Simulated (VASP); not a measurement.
Here is a VASP 6.6.1 calculation.

Contents of POSCAR:

```
KCl
1.0
    0.0000000000      3.1448471156      3.1448471156
    3.1448471156      0.0000000000      3.1448471156
    3.1448471156      3.1448471156      0.0000000000
K Cl
1 1
Direct
    0.0000000000      0.0000000000      0.0000000000
    0.5000000000      0.5000000000      0.5000000000
```

INCAR.step1

```
  PREC = Accurate
  ENCUT = 520
  EDIFF = 1E-5
  ISMEAR = 0
  SIGMA = 0.01
  LREAL = F
  LASPH = T
  NELM = 60
  ALGO = Normal
  ISIF = 2
  LWAVE = T
  LCHARG = F
  GGA = PE
  NBANDS = 15
```

File INCAR.step2:

```
  PREC = Accurate
  ENCUT = 520
  EDIFF = 1E-7
  ISMEAR = 0
  SIGMA = 0.01
  LREAL = F
  LASPH = T
  NELM = 60
  ALGO = Normal
  ISIF = 2
  LWAVE = F
  LCHARG = F
  GGA = PE
  LHFCALC = T
  AEXX = 0.5
  HFSCREEN = 0.1
  PRECFOCK = Normal
  ISTART = 1
  NBANDS = 15
```

The input KPOINTS:

```
regular mesh
0
Gamma
  4 4 4
```

Potentials or basis: VASP PAW PBE potentials, release 64 (K_sv, Cl).

Command:

```bash
$ cat potpaw_PBE.64/K_sv/POTCAR potpaw_PBE.64/Cl/POTCAR > POTCAR
$ cp INCAR.step1 INCAR
$ mpirun -np 1 vasp_std > vasp.out
$ cp INCAR.step2 INCAR
$ mpirun -np 1 vasp_std > vasp.out
```

(1) What does it give for the band gap on the k mesh?

(2) Estimate the pressure.

## Answers

(1) 8.58 eV.

(2) 0.1 GPa.

Caveat: the k points lie up to 0.43 Å⁻¹ apart; the PAW data sets were made with another functional, which shifts forces and pressure a little.
